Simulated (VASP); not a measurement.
# InSe in VASP: notebook

The runs below take InSe through single point, with PBE+D3(BJ).

Everything below comes from runs of VASP 6.6.1. Logs are shortened: lines on timing, memory, paths and dates and some standing lists are left out, and cuts for length are marked.

### 1 The cell of the first run

The cell holds a slab with vacuum, 8 atoms: a = 4.027 Å, b = 4.027 Å, c = 28.271 Å, α = 90.00°, β = 90.00°, γ = 120.00°.

### 2 Single point, PBE+D3(BJ) (layers slid over each other, then relaxed in part)

INCAR

```
  PREC = Accurate
  ENCUT = 400
  EDIFF = 1E-6
  ISMEAR = 0
  SIGMA = 0.05
  LREAL = False
  LASPH = True
  NELM = 120
  ALGO = Normal
  ISIF = 2
  LWAVE = False
  LCHARG = False
  LDIPOL = True
  IDIPOL = 3
  DIPOL = 0.5 0.5 0.406
  GGA = PE
  IVDW = 12
  NBANDS = 48
  GGA_COMPAT = False
  NELMDL = -8
```

KPOINTS

```
regular mesh
0
Gamma
  9 9 1
```

POSCAR

```
InSe
1.0
    4.0266104108      0.0000000000      0.0000000000
   -2.0133052054      3.4871469069      0.0000000000
    0.0000000000      0.0000000000     28.2707105452
Se In
4 4
Direct
    0.0000000000      0.0000000000      0.1591753413
    0.0000000000      0.0000000000      0.3495218899
    0.2222222222      0.4444444444      0.4631981493
    0.2222222222      0.4444444444      0.6535563180
    0.6666666666      0.3333333333      0.2049750456
    0.6666666666      0.3333333333      0.3038166085
    0.8888888889      0.7777777778      0.5089207797
    0.8888888889      0.7777777778      0.6077589155
```

Potentials or basis: VASP PAW PBE potentials, release 64 (Se, In_d).

The run is started by

```console
$ cat potpaw_PBE.64/Se/POTCAR potpaw_PBE.64/In_d/POTCAR > POTCAR
$ mpirun -np 1 vasp_std > vasp.out
```

OUTCAR:

```text
PREC = Accurate
   ENCUT = 400
   EDIFF = 1E-6
   ISMEAR = 0
   LREAL = False
   LASPH = True
   NELM = 120
   ISIF = 2
   GGA = PE
   IVDW = 12
   NELMDL = -8
 IVDW          = 12

 ion  position               nearest neighbor table
   1  0.000  0.000  0.159-   5 2.66   5 2.66   5 2.66
   2  0.000  0.000  0.350-   6 2.66   6 2.66   6 2.66
   3  0.222  0.444  0.463-   7 2.66   7 2.66   7 2.66
   4  0.222  0.444  0.654-   8 2.66   8 2.66   8 2.66
   5  0.667  0.333  0.205-   1 2.66   1 2.66   1 2.66   6 2.79
   6  0.667  0.333  0.304-   2 2.66   2 2.66   2 2.66   5 2.79
   7  0.889  0.778  0.509-   3 2.66   3 2.66   3 2.66   8 2.79
   8  0.889  0.778  0.608-   4 2.66   4 2.66   4 2.66   7 2.79

  LATTYP: Found a hexagonal cell.
 ALAT       =     4.0266104108
 C/A-ratio  =     7.0209699129

  Lattice vectors:

 A1 = (   4.0266104108,   0.0000000000,   0.0000000000)
 A2 = (  -2.0133052054,   3.4871469069,   0.0000000000)
 A3 = (   0.0000000000,   0.0000000000,  28.2707105452)

Analysis of symmetry for initial positions (statically):
=====================================================================
 Subroutine PRICEL returns:
 Original cell was already a primitive cell.

 Routine SETGRP: Setting up the symmetry group for a
 hexagonal supercell.

 Subroutine GETGRP returns: Found  2 space group operations
 (whereof  2 operations were pure point group operations)
 out of a pool of 24 trial point group operations.

The static configuration has the point symmetry C_1h.

Analysis of symmetry for dynamics (positions and initial velocities):
=====================================================================
 Subroutine PRICEL returns:
 Original cell was already a primitive cell.

 Routine SETGRP: Setting up the symmetry group for a
 hexagonal supercell.

 Subroutine GETGRP returns: Found  2 space group operations
 (whereof  2 operations were pure point group operations)
 out of a pool of 24 trial point group operations.

The dynamic configuration has the point symmetry C_1h.

 Subroutine INISYM returns: Found  2 space group operations
 (whereof  2 operations are pure point group operations),
 and found     1 'primitive' translations

----------------------------------------------------------------------------------------

                                     Primitive cell

  volume of cell :     396.9598

  direct lattice vectors                    reciprocal lattice vectors
     4.026610411  0.000000000  0.000000000     0.248347840  0.143383693  0.000000000
    -2.013305205  3.487146907  0.000000000     0.000000000  0.286767385  0.000000000
     0.000000000  0.000000000 28.270710545     0.000000000  0.000000000  0.035372298
[... 112 lines left out ...]
   IALGO  =     38    algorithm
   IMIX   =      4    mixing-type and parameters
     AMIX     =   0.40;   BMIX     =  1.00
     AMIX_MAG =   1.60;   BMIX_MAG =  1.00
  volume/ion in A,a.u.               =      49.62       334.85
  Fermi-wavevector in a.u.,A,eV,Ry     =   0.943548  1.783047 12.113024  0.890282
  Thomas-Fermi vector in A             =   2.071266
   LORBIT       =      0    0 simple, 1 ext, 2 COOP (PROOUT), +10 PAW based schemes
   GGA     = PE    functional components
   LHFCALC =     F    Hartree Fock is set to
   AEXX    =    0.0000 exact exchange contribution
   IVDW    =    12    specifies the selected vdW correction
   LEPSILON=     F    determine dielectric tensor
   LRPA    =     F    only Hartree local field effects (RPA)
 non-spin polarized calculation
 Gauss-broadening in eV      SIGMA  =   0.05
  energy-cutoff  :      400.00
  volume of cell :      396.96
 maximum number of plane-waves:      7281
 NGX is ok and might be reduce to    28
   NGX = 13   NGY = 13   NGZ = 93

 dipolmoment           0.000000      0.000000      0.000637 electrons x Angstroem

 number of electron      76.0000000 magnetization

 dipolmoment           0.000000      0.000000     -0.000184 electrons x Angstroem

 Free energy of the ion-electron system (eV)
  ---------------------------------------------------
  ext. energy  EPLUGINS =         0.00000000
  ---------------------------------------------------
  free energy    TOTEN  =       -28.36249621 eV

  energy without entropy =      -28.36249621  energy(sigma->0) =      -28.36249621

 E-fermi :   0.0846     XC(G=0):  -5.6525

 val. band max:       -0.1588994177   @ k =   0.1111   0.0000   0.0000
 cond. band min:       0.9236552795   @ k =   0.0000   0.0000   0.0000
 fundamental gap:      1.0825546972
 Fermi energy:         0.0845960069

 k-point     1 :       0.0000    0.0000    0.0000
  band No.  band energies     occupation
      1     -14.5201      2.00000
      2     -14.5173      2.00000
      3     -14.3371      2.00000
      4     -14.3363      2.00000
      5     -14.3348      2.00000
      6     -14.3332      2.00000
[... 1213 lines left out ...]
     47       5.2604      0.00000
     48       5.3359      0.00000

 [... further k-points ...]

------------------------ aborting loop because EDIFF is reached ----------------------------------------

 vacuum level on the upper side and lower side of the slab       (xc-potential included)        -0.159        -0.158

 Edisp (eV)   -2.03938

 E8    (eV) :    -0.9563

  FORCE on cell =-STRESS in cart. coord.  units (eV):
  Direction    XX          YY          ZZ          XY          YZ          ZX
  --------------------------------------------------------------------------------------
  -------------------------------------------------------------------------------------
  Total      -0.07455     0.10323    -0.02352     0.00000     0.28667     0.00000
  in kB      -0.30088     0.41665    -0.09493     0.00000     1.15702     0.00000
  external pressure =        0.01 kB  Pullay stress =        0.00 kB

 VOLUME and BASIS-vectors are now :
 -----------------------------------------------------------------------------
  energy-cutoff  :      400.00
  volume of cell :      396.96
      direct lattice vectors                 reciprocal lattice vectors
     4.026610411  0.000000000  0.000000000     0.248347840  0.143383693  0.000000000
    -2.013305205  3.487146907  0.000000000     0.000000000  0.286767385  0.000000000
     0.000000000  0.000000000 28.270710545     0.000000000  0.000000000  0.035372298

 POSITION                                       TOTAL-FORCE (eV/Angst)
 -----------------------------------------------------------------------------------
      0.00000      0.00000      4.50000        -0.000000     -0.002727     -0.015379
      0.00000      0.00000      9.88123        -0.000000     -0.082309      0.015061
      0.00000      1.54984     13.09494        -0.000000      0.069954     -0.015323
      0.00000      1.54984     18.47650        -0.000000      0.000572      0.015380
      2.01331      1.16238      5.79479        -0.000000     -0.006598      0.013486
      2.01331      1.16238      8.58911         0.000000      0.013795     -0.014962
      2.01331      2.71223     14.38755        -0.000000      0.003187      0.015110
      2.01331      2.71223     17.18178        -0.000000      0.004126     -0.013372
 -----------------------------------------------------------------------------------
    total drift:                               -0.000000      0.002883      0.000127

  FREE ENERGIE OF THE ION-ELECTRON SYSTEM (eV)
  ---------------------------------------------------
  free  energy   TOTEN  =       -30.4018748536 eV

  energy  without entropy=      -30.4018748536  energy(sigma->0) =      -30.40187485

 vacuum level on the upper side and lower side of the slab         5.345         5.346
```

stdout:

```text
POSCAR found type information on POSCAR SeIn
 POSCAR found :  2 types and       8 ions
 scaLAPACK will be used
 LDA part: xc-table for (Slater+PW92), standard interpolation
 POSCAR, INCAR and KPOINTS ok, starting setup
 FFT: planning ... GRIDC
 FFT: planning ... GRID_SOFT
 FFT: planning ... GRID
 WAVECAR not read
 entering main loop
```

Wall time 9.4 min (1 thread of Intel Xeon Platinum 8259CL at 2.50GHz (Skylake/Cascade Lake), shared host); peak memory 0.53 GiB.

Results:

* Free energy: -30.4019 eV
* Largest force: 0.084 eV/Å
* Band gap on the k mesh: 1.08 eV (least direct gap 1.14 eV)
* Dispersion energy per atom: -0.255 eV

Forces in eV/Å, atoms in the order of the input:
```
Se   0.000 -0.003 -0.015
Se   0.000 -0.082  0.015
Se   0.000  0.070 -0.015
Se   0.000  0.001  0.015
In   0.000 -0.007  0.013
In   0.000  0.014 -0.015
In   0.000  0.003  0.015
In   0.000  0.004 -0.013
```

Levels at points of the mesh, in eV from the valence-band top:
```
           k point  band 35  band 36  band 37  band 38  band 39  band 40  band 41  band 42
(0.00, 0.00, 0.00)    -0.73    -0.73    -0.71    -0.05     1.08     1.69     2.47     2.54
```

Caveat: the cell differs from its parent crystal (layers slid over each other, then relaxed in part); spin-orbit coupling is left out, which moves the levels of the heavy elements.

### 3 Single point, PBE+D3(BJ) (layers slid over each other, then relaxed in part)

INCAR

```
SYSTEM = InSe
  PREC = Accurate
  ENCUT = 400
  EDIFF = 1E-6
  ISMEAR = 0
  SIGMA = 0.05
  LREAL = .FALSE.
  LASPH = .TRUE.
  NELM = 120
  ALGO = Normal
  ISIF = 2
  LWAVE = .FALSE.
  LCHARG = .TRUE.
  LDIPOL = .TRUE.
  IDIPOL = 3
  DIPOL = 0.5 0.5 0.404
  GGA = PE
  IVDW = 12
  LELF = .TRUE.
  LVHAR = .TRUE.
  LVACPOTAV = .TRUE.
  NBANDS = 48
  GGA_COMPAT = .FALSE.
  NELMDL = -8
```

KPOINTS

```
regular mesh
0
G
  9 9 1
  0 0 0
```

POSCAR

```
InSe
1.0
    4.0266104108      0.0000000000      0.0000000000
   -2.0133052054      3.4871469069      0.0000000000
    0.0000000000      0.0000000000     28.2707105452
Se In
4 4
Direct
    0.0000000000      0.0000000000      0.1591753413
    0.0000000000      0.0000000000      0.3494793146
    0.4444444444      0.8888888889      0.4580183062
    0.4444444444      0.8888888889      0.6483403330
    0.6666666667      0.3333333333      0.2049739004
    0.6666666667      0.3333333333      0.3038096081
    1.1111111111      1.2222222222      0.5037105022
    1.1111111111      1.2222222222      0.6025442794
```

Potentials or basis: VASP PAW PBE potentials, release 64 (Se, In_d).

The run is started by

```console
$ cat potpaw_PBE.64/Se/POTCAR potpaw_PBE.64/In_d/POTCAR > POTCAR
$ mpirun -np 1 vasp_std > vasp.out
```

Run time: 10 min. Hardware: 1 thread of Intel Xeon Platinum 8259CL at 2.50GHz (Skylake/Cascade Lake), shared host; peak memory 0.54 GiB.

Results (log left out):

```yaml
Free_energy: -30.4226 eV
Largest_force: 0.036 eV/Å
Band_gap_on_the_k_mesh: 1.06 eV (least direct gap 1.12 eV)
Dispersion_energy_per_atom: -0.258 eV
```

Forces on the atoms (eV/Å):
```
Se   0.000  0.002 -0.015
Se   0.000  0.033  0.015
Se   0.000 -0.010 -0.015
Se   0.000  0.001  0.015
In   0.000  0.004  0.014
In   0.000 -0.016 -0.015
In   0.000 -0.014  0.015
In   0.000  0.000 -0.013
```

Levels at points of the mesh, in eV from the valence-band top:
```tsv
k point	band 35	band 36	band 37	band 38	band 39	band 40	band 41	band 42
(0.00, 0.00, 0.00)	-0.75	-0.74	-0.65	-0.06	1.06	1.73	2.47	2.54
```

Caveat: the cell differs from its parent crystal (layers slid over each other, then relaxed in part); spin-orbit coupling is left out, which moves the levels of the heavy elements.
